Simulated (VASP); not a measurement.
A run of VASP 6.6.1 is set up as follows.

The input INCAR:

```
SYSTEM = Ti
PREC     = Accurate       ! precision mode
ENCUT    = 520            ! plane-wave cutoff, eV
EDIFF    = 1E-7           ! SCF threshold, eV
ISMEAR   = 0              ! smearing method
SIGMA    = 0.1            ! smearing width, eV
LREAL    = .False.        ! projectors in reciprocal space
LASPH    = .True.         ! aspherical terms in the spheres
NELM     = 60             ! most SCF steps
ALGO     = Normal         ! electronic algorithm
ISIF     = 2              ! what is computed and relaxed
LWAVE    = .False.        ! write WAVECAR
LCHARG   = .False.        ! write CHGCAR
GGA      = CA             ! functional
NBANDS   = 12             ! bands
```

KPOINTS

```
Automatic mesh
0
Gamma
  8 8 8
  0 0 0
```

Contents of POSCAR:

```
Ti
1.0
   -1.5875996537      1.5875996537      1.5875996537
    1.5875996537     -1.5875996537      1.5875996537
    1.5875996537      1.5875996537     -1.5875996537
Ti
1
Direct
    0.0000000000      0.0000000000      0.0000000000
```

Potentials or basis: VASP PAW LDA potentials, release 64 (Ti_sv).

The run is started by

```console
$ cat potpaw_LDA.64/Ti_sv/POTCAR > POTCAR
$ mpirun -np 1 vasp_std > vasp.out
```

**Question.** Estimate the band gap on the k mesh.

**Answer.** Zero (band 6 reaches 9.73 eV, above the bottom of band 7 at 8.09 eV).

**Question.** Estimate the pressure.

**Answer.** -1.0 GPa.
